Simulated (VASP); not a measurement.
Input of a VASP 6.6.1 run:

File INCAR:

```
SYSTEM = Si3Ni7
ALGO = Normal
EDIFF = 1E-6
ENCUT = 400
GGA = PE
GGA_COMPAT = .FALSE.
ISIF = 2
ISMEAR = -1
ISYM = -1
LASPH = .TRUE.
LCHARG = .TRUE.
LELF = .TRUE.
LREAL = Auto
LVHAR = .TRUE.
LWAVE = .FALSE.
NBANDS = 98
NELM = 120
PREC = Accurate
SIGMA = 0.05
```

Contents of KPOINTS:

```
explicit points
1
Reciprocal
  0.25000000   0.25000000   0.25000000 1
```

POSCAR

```
Si3Ni7
1.0
    6.3191000000      0.0520890000     -0.0979460000
    0.0520890000      6.2804780000      0.1071670000
   -0.0979460000      0.1071670000      6.3162060000
Ni Si
14 6
Direct
    0.2477309349      0.1486001398      0.7533945573
    0.4448373921      0.5958907768      0.3324619584
    0.6034530916      0.3670894166      0.7090310140
    0.3834564370      0.1970695057      0.3928769385
    0.1086671996      0.4631188919      0.4557337831
    0.1958869651      0.3899808084      0.0524373764
    0.7896748553      0.6822802085      0.5272871990
    0.9519980753      0.6705754140      0.1136099500
    0.6704139477      0.9364648822      0.2371132659
    0.8616052640      0.1119649324      0.5986968828
    0.1590616649      0.8638299403      0.4394421890
    0.2372548975      0.9402342602      0.0700312946
    0.3619477166      0.6509968892      0.7576480165
    0.7251823134      0.3772824971      0.2697897240
    0.5161252810      0.9151680423      0.5831626760
    0.9458909436      0.4349633261      0.7812189025
    0.0075907654      0.1456925057      0.2329730943
    0.6199926214      0.6250182022      0.0115160069
    0.5191683066      0.1877076233     -0.0024406430
    0.0052074876      0.8674274688      0.8025755419
```

Potentials or basis: VASP PAW PBE potentials, release 64 (Ni, Si).

Launch:

```sh
$ cat potpaw_PBE.64/Ni/POTCAR potpaw_PBE.64/Si/POTCAR > POTCAR
$ mpirun -np 1 vasp_std > vasp.out
```

Problem. Estimate the largest force.

Solution. 1.695 eV/Å.

Problem. What does it give for the pressure?

Solution. -7.4 GPa.

Stress tensor (GPa, compression positive):
```
-5.71 -2.94 -0.71
-2.94 -8.80 -4.14
-0.71 -4.14 -7.71
```

Caveat: the atoms stand as in a frame of molecular dynamics. Spin polarisation is off, so any magnetic state and its effect on volume and gap are missing.
